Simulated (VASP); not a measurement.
Write the native input for VASP 6.6.1 that does the following.

| Property | Result |
| --- | --- |
| Task | relaxation of cell and atoms |
| Functional | PBE |
| Potentials or basis | VASP PAW PBE potentials, release 64 (Na_pv, Ca_sv, Hg) |
| Cutoff | 600 eV |
| k mesh | 4 × 4 × 4 |
| Occupations | gaussian, width 0.1 eV |
| Spin | no spin polarisation |
| Dipole correction | no |
| Further INCAR settings | ALGO = Fast; EDIFF = 1e-06; IBRION = 2; EDIFFG = -0.04; NSW = 90; ISIF = 3 |

The structure of NaCa3Hg lies in POSCAR:

```
NaCa3Hg
1.0
    4.9817408222      0.0000000000      0.0000000000
    0.0000000000      4.9817408222      0.0000000000
    0.0000000000      0.0000000000      4.9817408222
Na Ca Hg
1 3 1
Direct
    0.0000000000      0.0000000000      0.0000000000
    0.0000000000      0.5000000000      0.5000000000
    0.5000000000      0.0000000000      0.5000000000
    0.5000000000      0.5000000000      0.0000000000
    0.5000000000      0.5000000000      0.5000000000
```

These files were run (other wordings do the same):

INCAR

```
  PREC = Accurate
  ENCUT = 600
  EDIFF = 1E-6
  ISMEAR = 0
  SIGMA = 0.1
  LREAL = F
  LASPH = T
  NELM = 60
  ALGO = Fast
  ISIF = 3
  LWAVE = F
  LCHARG = F
  GGA = PE
  IBRION = 2
  NSW = 90
  EDIFFG = -0.04
```

KPOINTS

```
Automatic mesh
0
Gamma
  4 4 4
```

Potentials or basis: VASP PAW PBE potentials, release 64 (Na_pv, Ca_sv, Hg).

Run with:

```sh
$ cat potpaw_PBE.64/Na_pv/POTCAR potpaw_PBE.64/Ca_sv/POTCAR potpaw_PBE.64/Hg/POTCAR > POTCAR
$ mpirun -np 1 vasp_std > vasp.out
```

It gave:

- Relaxed volume: 42.83 Å³/atom
- Relaxed cell: a = 5.983 Å, b = 5.983 Å, c = 5.983 Å, α = 90.00°, β = 90.00°, γ = 90.00°
- Space group after relaxing (to 0.1 Å): Pm-3m (No. 221)
- Energy gained by relaxing: 1081.3 meV/atom
- Ionic steps: 4
- Pressure after relaxing: -0.1 GPa
- Band gap on the k mesh: zero (an odd number of electrons rules out a gap without spin polarisation)

Caveat: the volume moved by over 15 % at a fixed basis, so the end points are rough; spin-orbit coupling is left out, which moves the levels of the heavy elements.

Run time: 6.5 min on 1 thread of AMD EPYC 7R13 Processor (Zen 3), with other jobs on the host, peak memory 0.24 GiB.
